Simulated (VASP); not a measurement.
Write the native input for VASP 6.6.1 that does the following.

```
Task                   : single point
Functional             : PBE
Potentials or basis    : VASP PAW PBE potentials, release 64 (Te, Mo_sv)
Cutoff                 : 520 eV
k mesh                 : 12 × 12 × 2
Occupations            : gaussian, width 0.05 eV
Spin                   : no spin polarisation
Dipole correction      : no
Further INCAR settings : ALGO = Normal; EDIFF = 1e-06; NBANDS = 35
```

The structure of Te2Mo lies in POSCAR:

```
Te2Mo
1.0
    3.7349197547      0.0000000000      0.0000000000
   -1.8674598773      3.2345353887      0.0000000000
    0.0000000000      0.0000000000     14.8246006916
Te Mo
4 2
Direct
    0.3333333333      0.6666666667      0.6310943552
    0.6666666667      0.3333333333      0.1310943552
    0.3333333333      0.6666666667      0.8689056448
    0.6666666667      0.3333333333      0.3689056448
    0.3333333333      0.6666666667      0.2500000000
    0.6666666667      0.3333333333      0.7500000000
```

This cell differs from its parent crystal: strain +0.050 along x and y, -0.025 along z.

These files were run (other wordings do the same):

INCAR

```
SYSTEM = Te2Mo
PREC = Accurate
ENCUT = 520
EDIFF = 1E-6
ISMEAR = 0
SIGMA = 0.05
LREAL = .FALSE.
LASPH = .TRUE.
NELM = 100
ALGO = Normal
ISIF = 2
LWAVE = .FALSE.
LCHARG = .FALSE.
GGA = PE
NBANDS = 35
```

KPOINTS

```
Automatic mesh
0
G
  12 12 2
  0 0 0
```

Potentials or basis: VASP PAW PBE potentials, release 64 (Te, Mo_sv).

Run with:

```console
$ cat potpaw_PBE.64/Te/POTCAR potpaw_PBE.64/Mo_sv/POTCAR > POTCAR
$ mpirun -np 1 vasp_std > vasp.out
```

Results of the run:

```json
{
 "Pressure": "-4.4 GPa",
 "Largest force": "0.182 eV/Å",
 "Band gap on the k mesh": "0.41 eV, indirect (least direct gap 0.72 eV)"
}
```

Caveat: the cell differs from its parent crystal (strain +0.050 along x and y, -0.025 along z); spin-orbit coupling is left out, which moves the levels of the heavy elements; this functional lacks dispersion, which binds the layers, so the pressure and a relaxed spacing across them are unreliable.

Run time: 99 s on 1 thread of Intel(R) Xeon(R) 6975P-C (Granite Rapids), with other jobs on the host, peak memory 0.4 GiB.
